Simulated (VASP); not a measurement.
Crystal: InP.

```xyz
2
Lattice="0.0000 2.9305 2.9305 2.9305 0.0000 2.9305 2.9305 2.9305 0.0000" Properties=species:S:1:pos:R:3 pbc="T T T"
In    0.0000    0.0000    0.0000
P     1.4652    1.4652    1.4652
```

Base run:

| Property | Result |
| --- | --- |
| Program | VASP 6.6.1 |
| Functional | BLYP |
| Potentials or basis | VASP PAW PBE potentials, release 64 (In_d, P) |
| Cutoff | 520 eV |
| k mesh | 6 × 6 × 6 |
| Occupations | gaussian, width 0.01 eV |
| Spin | no spin polarisation |

Its results: band gap on the k mesh 0.62 eV, direct; pressure 6.8 GPa.

Task: The run is repeated on the same cell with these changes: functional from BLYP to PBEsol. What comes out?

Result: Band gap on the k mesh 0.61 eV, direct; pressure 0.6 GPa.

PBEsol binds more tightly than BLYP, so the same cell stands under less pressure.

Caveats: the PAW data sets were made with another functional, which shifts forces and pressure a little; spin-orbit coupling is left out, which moves the levels of the heavy elements.

